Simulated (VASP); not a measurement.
# CaMg3 (I4/mmm) in VASP: a series of runs

The runs below take CaMg3 through single point, with LDA.

All numbers are computed with VASP 6.6.1; they aren't measurements. Logs are shortened: lines on timing, memory, paths and dates and some standing lists are left out, and cuts for length are marked.

### 1 The cell of the first run

It takes space group I4/mmm (No. 139, tetragonal). Conventional cell: a = 5.180 Å, b = 5.180 Å, c = 7.299 Å, α = 90.00°, β = 90.00°, γ = 90.00°. Ca (site symmetry 4/mmm) has 14 Mg at 3.17 to 3.66 Å within 4.2 Å. Mg (site symmetry 4/mmm) has 8 Mg at 3.17 Å and 6 Ca at 3.65 to 3.66 Å within 4.2 Å. Within 4.2 Å of Mg (site symmetry -4m2) lie 4 Ca at 3.17 Å and 10 Mg at 3.17 to 3.66 Å.

### 2 Single point, LDA

Contents of INCAR:

```
SYSTEM = CaMg3
PREC = Accurate
ENCUT = 520
EDIFF = 1E-7
ISMEAR = 1
SIGMA = 0.05
LREAL = .FALSE.
LASPH = .TRUE.
NELM = 80
ALGO = Normal
ISIF = 2
LWAVE = .FALSE.
LCHARG = .TRUE.
GGA = CA
LELF = .TRUE.
LVHAR = .TRUE.
NBANDS = 16
```

Contents of KPOINTS:

```
Automatic mesh
0
G
  6 6 6
  0 0 0
```

Contents of POSCAR:

```
CaMg3
1.0
   -2.5900875408      2.5900875408      3.6496702820
    2.5900875408     -2.5900875408      3.6496702820
    2.5900875408      2.5900875408     -3.6496702820
Ca Mg
1 3
Direct
    0.0000000000      0.0000000000      0.0000000000
    0.5000000000      0.5000000000      0.0000000000
    0.2500000000      0.7500000000      0.5000000000
    0.7500000000      0.2500000000      0.5000000000
```

Potentials or basis: VASP PAW LDA potentials, release 64 (Ca_sv, Mg).

Command:

```bash
$ cat potpaw_LDA.64/Ca_sv/POTCAR potpaw_LDA.64/Mg/POTCAR > POTCAR
$ mpirun -np 1 vasp_std > vasp.out
```

OUTCAR:

```text
SYSTEM = CaMg3
   PREC = Accurate
   ENCUT = 520
   EDIFF = 1E-7
   ISMEAR = 1
   LREAL = .FALSE.
   LASPH = .TRUE.
   NELM = 80
   ISIF = 2
   GGA = CA

 ion  position               nearest neighbor table
   1  0.000  0.000  0.000-   4 3.17   3 3.17   3 3.17   4 3.17   3 3.17   4 3.17   4 3.17   3 3.17

   2  0.500  0.500  0.000-   3 3.17   4 3.17   3 3.17   4 3.17   3 3.17   4 3.17   3 3.17   4 3.17

   3  0.250  0.750  0.500-   1 3.17   2 3.17   1 3.17   2 3.17   1 3.17   2 3.17   1 3.17   2 3.17
                             4 3.65   4 3.65
   4  0.750  0.250  0.500-   2 3.17   1 3.17   1 3.17   2 3.17   1 3.17   2 3.17   2 3.17   1 3.17
                             3 3.65   3 3.65

  LATTYP: Found a body centered tetragonal cell.
 ALAT       =     5.1801750816
 C/A-ratio  =     1.4090914784

  Lattice vectors:

 A1 = (  -2.5900875408,   2.5900875408,   3.6496702820)
 A2 = (   2.5900875408,  -2.5900875408,   3.6496702820)
 A3 = (   2.5900875408,   2.5900875408,  -3.6496702820)

Analysis of symmetry for initial positions (statically):
=====================================================================
 Subroutine PRICEL returns:
 Original cell was already a primitive cell.

 Routine SETGRP: Setting up the symmetry group for a
 body centered tetragonal supercell.

 Subroutine GETGRP returns: Found 16 space group operations
 (whereof 16 operations were pure point group operations)
 out of a pool of 16 trial point group operations.

The static configuration has the point symmetry D_4h.

Analysis of symmetry for dynamics (positions and initial velocities):
=====================================================================
 Subroutine PRICEL returns:
 Original cell was already a primitive cell.

 Routine SETGRP: Setting up the symmetry group for a
 body centered tetragonal supercell.

 Subroutine GETGRP returns: Found 16 space group operations
 (whereof 16 operations were pure point group operations)
 out of a pool of 16 trial point group operations.

The dynamic configuration has the point symmetry D_4h.

 Subroutine INISYM returns: Found 16 space group operations
 (whereof 16 operations are pure point group operations),
 and found     1 'primitive' translations

----------------------------------------------------------------------------------------

                                     Primitive cell

  volume of cell :      97.9360

  direct lattice vectors                    reciprocal lattice vectors
    -2.590087541  2.590087541  3.649670282     0.000000000  0.193043668  0.136998677
     2.590087541 -2.590087541  3.649670282     0.193043668  0.000000000  0.136998677
     2.590087541  2.590087541 -3.649670282     0.193043668  0.193043668  0.000000000

  length of vectors
     5.170802656  5.170802656  5.170802656     0.236716065  0.236716065  0.273004974

  position of ions in fractional coordinates (direct lattice)
     0.000000000  0.000000000  0.000000000
     0.500000000  0.500000000  0.000000000
     0.250000000  0.750000000  0.500000000
     0.750000000  0.250000000  0.500000000

  ion indices of the primitive-cell ions
   primitive index   ion index
                 1           1
                 2           2
                 3           3
                 4           4

----------------------------------------------------------------------------------------

 KPOINTS: Automatic mesh

Automatic generation of k-mesh.
 Grid dimensions read from file:
 generate k-points for:    6    6    6

 Generating k-lattice:

  Cartesian coordinates                     Fractional coordinates (reciprocal lattice)
     0.000000000  0.032173945  0.022833113     0.166666667  0.000000000 -0.000000000
     0.032173945  0.000000000  0.022833113     0.000000000  0.166666667 -0.000000000
     0.032173945  0.032173945  0.000000000     0.000000000  0.000000000  0.166666667

  Length of vectors
     0.039452677  0.039452677  0.045500829

  Shift w.r.t. Gamma in fractional coordinates (k-lattice)
     0.000000000  0.000000000  0.000000000

 Subroutine IBZKPT returns following result:
 ===========================================

 Found     30 irreducible k-points:

 Following reciprocal coordinates:
            Coordinates               Weight
  0.000000  0.000000  0.000000      1.000000
  0.166667  0.000000 -0.000000      8.000000
  0.333333 -0.000000  0.000000      8.000000
  0.500000  0.000000  0.000000      4.000000
  0.166667  0.166667  0.000000      8.000000
  0.333333  0.166667  0.000000     16.000000
[... 16 lines left out ...]
 -0.333333 -0.333333  0.166667      8.000000
 -0.166667 -0.333333  0.166667      8.000000
 [... further k-points ...]
   k-points           NKPTS =     30   k-points in BZ     NKDIM =     30   number of bands    NBANDS=     16
   number of dos      NEDOS =    301   number of ions     NIONS =      4
   total plane-waves  NPLWV =  64000
   dimension x,y,z NGX =    40 NGY =   40 NGZ =   40
   dimension x,y,z NGXF=    80 NGYF=   80 NGZF=   80
   ions per type =               1   3
   NGX,Y,Z   is equivalent  to a cutoff of  12.86, 12.86, 12.86 a.u.
   NGXF,Y,Z  is equivalent  to a cutoff of  25.72, 25.72, 25.72 a.u.
 SYSTEM =  CaMg3
   PREC   = accura    normal or accurate (medium, high low for compatibility)
   ISTART =      0    job   : 0-new  1-cont  2-samecut
   ICHARG =      2    charge: 1-file 2-atom 10-const
   ISPIN  =      1    spin polarized calculation?
   LNONCOLLINEAR =      F non collinear calculations
   LSORBIT =      F    spin-orbit coupling
   LASPH  =      T    aspherical Exc in radial PAW
   ENCUT  =  520.0 eV  38.22 Ry    6.18 a.u.   9.61  9.61  9.61*2*pi/ulx,y,z
   NELM   =     80;   NELMIN=  2; NELMDL= -5     # of ELM steps
   EDIFF  = 0.1E-06   stopping-criterion for ELM
   LREAL  =      F    real-space projection
   EDIFFG = 0.1E-05   stopping-criterion for IOM
   NSW    =      0    number of steps for IOM
   IBRION =     -1    ionic relax: 0-MD 1-quasi-New 2-CG
   NFREE  =      0    steps in history (QN), initial steepest desc. (CG)
   ISIF   =      2    stress and relaxation
   ISYM   =      2    0-nonsym 1-usesym 2-fastsym
   POTIM  = 0.5000    time-step for ionic-motion
   TEBEG  =    0.0;   TEEND  =   0.0 temperature during run
   PSTRESS=    0.0 pullay stress
   NELECT =      16.0000    total number of electrons
   NUPDOWN=      -1.0000    fix difference up-down
   EMIN   =  10.00;   EMAX   =-10.00  energy-range for DOS
   EFERMI =   0.00;   METHOD = LEGACY
   ISMEAR =     1;   SIGMA  =   0.05  broadening in eV -4-tet -1-fermi 0-gaus
   EFERMI_NEDOS =   21; number of points for ismear=-14 and -15
   IALGO  =     38    algorithm
   IMIX   =      4    mixing-type and parameters
     AMIX     =   0.40;   BMIX     =  1.00
     AMIX_MAG =   1.60;   BMIX_MAG =  1.00
  volume/ion in A,a.u.               =      24.48       165.23
  Fermi-wavevector in a.u.,A,eV,Ry     =   0.894954  1.691218 10.897484  0.800942
  Thomas-Fermi vector in A             =   2.017224
   LORBIT       =      0    0 simple, 1 ext, 2 COOP (PROOUT), +10 PAW based schemes
   GGA     = CA    functional components
   LHFCALC =     F    Hartree Fock is set to
   AEXX    =    0.0000 exact exchange contribution
   IVDW    =     0    specifies the selected vdW correction
   LEPSILON=     F    determine dielectric tensor
   LRPA    =     F    only Hartree local field effects (RPA)
 non-spin polarized calculation
 Methfessel and Paxton  Order N= 1 SIGMA  =   0.05
  energy-cutoff  :      520.00
  volume of cell :       97.94
 maximum number of plane-waves:      2685
 NGX is ok and might be reduce to    40
   NGX = 19   NGY = 19   NGZ = 19

 number of electron      16.0000002 magnetization

 Free energy of the ion-electron system (eV)
  ---------------------------------------------------
  ext. energy  EPLUGINS =         0.00000000
  ---------------------------------------------------
  free energy    TOTEN  =        -8.04585079 eV

  energy without entropy =       -8.04441958  energy(sigma->0) =       -8.04537372

 E-fermi :   2.5240     XC(G=0):  -8.8538

 val. band max:        2.5167734381   @ k =  -0.3333   0.3333   0.3333
 cond. band min:       2.5251806989   @ k =   0.3333  -0.0000   0.0000
 fundamental gap:      0.0084072608
 Fermi energy:         2.5239703742

 k-point     1 :       0.0000    0.0000    0.0000
  band No.  band energies     occupation
      1     -38.0817      2.00000
      2     -19.4369      2.00000
      3     -19.4369      2.00000
      4     -19.4368      2.00000
      5      -3.5763      2.00000
      6       2.7036     -0.00000
[... 8 lines left out ...]
     15       6.9791      0.00000
     16       7.3929      0.00000

 k-point     2 :       0.1667    0.0000   -0.0000
  band No.  band energies     occupation
      1     -38.0816      2.00000
      2     -19.4393      2.00000
      3     -19.4373      2.00000
      4     -19.4372      2.00000
      5      -3.3287      2.00000
      6       1.6611      2.00000
[... 8 lines left out ...]
     15       6.4046      0.00000
     16       7.1726      0.00000

 k-point     3 :       0.3333   -0.0000    0.0000
  band No.  band energies     occupation
      1     -38.0815      2.00000
      2     -19.4442      2.00000
      3     -19.4380      2.00000
      4     -19.4379      2.00000
      5      -2.6056      2.00000
      6       0.0298      2.00000
[... 8 lines left out ...]
     15       7.5115      0.00000
     16       7.5294      0.00000

 k-point     4 :       0.5000    0.0000    0.0000
  band No.  band energies     occupation
      1     -38.0814      2.00000
      2     -19.4466      2.00000
      3     -19.4383      2.00000
      4     -19.4382      2.00000
      5      -1.5558      2.00000
      6      -1.3518      2.00000
[... 8 lines left out ...]
     15       8.0524      0.00000
     16       8.0675      0.00000
[... 324 lines left out ...]
 k-point    22 :      -0.1667    0.5000    0.1667
  band No.  band energies     occupation
      1     -38.0814      2.00000
      2     -19.4456      2.00000
      3     -19.4397      2.00000
      4     -19.4389      2.00000
      5      -1.6894      2.00000
      6      -0.7916      2.00000
[... 8 lines left out ...]
     15       7.9114      0.00000
     16       7.9597      0.00000

 k-point    23 :      -0.3333   -0.3333    0.1667
  band No.  band energies     occupation
      1     -38.0814      2.00000
      2     -19.4441      2.00000
      3     -19.4409      2.00000
      4     -19.4391      2.00000
      5      -1.9835      2.00000
      6       0.3782      2.00000
[... 8 lines left out ...]
     15       7.2016      0.00000
     16       7.9095      0.00000

 k-point    24 :      -0.1667   -0.3333    0.1667
  band No.  band energies     occupation
      1     -38.0815      2.00000
      2     -19.4428      2.00000
      3     -19.4386      2.00000
      4     -19.4386      2.00000
      5      -2.6813      2.00000
      6       0.7115      2.00000
[... 8 lines left out ...]
     15       7.1537      0.00000
     16       7.2665      0.00000

 [... further k-points ...]
[... 5 lines left out ...]
  --------------------------------------------------------------------------------------
  -------------------------------------------------------------------------------------
  Total       -0.3969916     -0.3969916     -0.4533668      0.0000000     -0.0000000      0.0000000
  in kB       -6.4945551     -6.4945551     -7.4168216      0.0000000     -0.0000000      0.0000000
  external PRESSURE =      -6.8019773 kB  Pullay stress =       0.0000000 kB

 VOLUME and BASIS-vectors are now :
 -----------------------------------------------------------------------------
  energy-cutoff  :      520.00
  volume of cell :       97.94
      direct lattice vectors                 reciprocal lattice vectors
    -2.590087541  2.590087541  3.649670282     0.000000000  0.193043668  0.136998677
     2.590087541 -2.590087541  3.649670282     0.193043668  0.000000000  0.136998677
     2.590087541  2.590087541 -3.649670282     0.193043668  0.193043668  0.000000000

 POSITION                                       TOTAL-FORCE (eV/Angst)
 -----------------------------------------------------------------------------------
      0.00000      0.00000      0.00000         0.000000      0.000000      0.000000
      0.00000      0.00000      3.64967         0.000000      0.000000      0.000000
      2.59009      0.00000      1.82484        -0.000000      0.000000      0.000000
      0.00000      2.59009      1.82484         0.000000     -0.000000     -0.000000
 -----------------------------------------------------------------------------------
    total drift:                               -0.000000     -0.000000      0.000000

  FREE ENERGIE OF THE ION-ELECTRON SYSTEM (eV)
  ---------------------------------------------------
  free  energy   TOTEN  =        -8.0458507905 eV

  energy  without entropy=       -8.0444195781  energy(sigma->0) =       -8.04537372
```

Run time: 50 s. Hardware: 1 thread of Intel Xeon Platinum 8488C (Sapphire Rapids), shared host; peak memory 0.22 GiB.

What came out:

* Free energy: -8.0459 eV
* Pressure: -0.7 GPa
* Band gap on the k mesh: zero (band 8 reaches 3.04 eV, above the bottom of band 9 at 1.85 eV)

Stress tensor (GPa, compression positive):
```
-0.65  0.00  0.00
 0.00 -0.65  0.00
 0.00  0.00 -0.74
```

### 3 Single point, LDA

This run uses another cell than the first one, of 25.26 Å³/atom, 1.032 times its volume.

Contents of INCAR:

```
SYSTEM = CaMg3
ALGO = Normal
EDIFF = 1E-7
ENCUT = 520
ISIF = 2
ISMEAR = 1
LASPH = .TRUE.
LCHARG = .FALSE.
LREAL = .FALSE.
LWAVE = .FALSE.
NBANDS = 16
NELM = 60
PREC = Accurate
SIGMA = 0.05
```

Contents of KPOINTS:

```
k-points
0
G
  6 6 6
  0 0 0
```

Contents of POSCAR:

```
CaMg3
1.0
   -2.6170695611      2.6170695611      3.6876904170
    2.6170695611     -2.6170695611      3.6876904170
    2.6170695611      2.6170695611     -3.6876904170
Ca Mg
1 3
Direct
    0.0000000000      0.0000000000      0.0000000000
    0.5000000000      0.5000000000      0.0000000000
    0.2500000000      0.7500000000      0.5000000000
    0.7500000000      0.2500000000      0.5000000000
```

Potentials or basis: VASP PAW LDA potentials, release 64 (Ca_sv, Mg).

Command:

```bash
$ cat potpaw_LDA.64/Ca_sv/POTCAR potpaw_LDA.64/Mg/POTCAR > POTCAR
$ mpirun -np 1 vasp_std > vasp.out
```

It took 49 s on 1 thread of Intel Xeon Platinum 8488C (Sapphire Rapids), shared host; peak memory 0.22 GiB.

The run converged. Its results:

```
Free energy            : -8.0242 eV
Pressure               : -1.6 GPa
Band gap on the k mesh : zero (band 8 reaches 2.91 eV, above the bottom of band 9 at 1.71 eV)
```

Levels at points of the mesh, in eV from the Fermi level:
```tsv
k point	band 5	band 6	band 7	band 8	band 9	band 10	band 11	band 12
(0.00, 0.00, 0.00)	-6.01	0.19	0.19	0.19	1.89	1.90	2.03	2.03
(0.50, 0.00, 0.00)	-4.04	-3.83	-0.10	-0.09	1.50	1.59	1.61	1.71
(0.50, 0.50, 0.00)	-3.32	-3.32	-1.51	-0.67	-0.66	0.39	2.68	2.70
(0.50, 0.50, 0.50)	-3.31	-3.30	-1.53	-0.68	-0.68	0.37	2.69	2.69
```
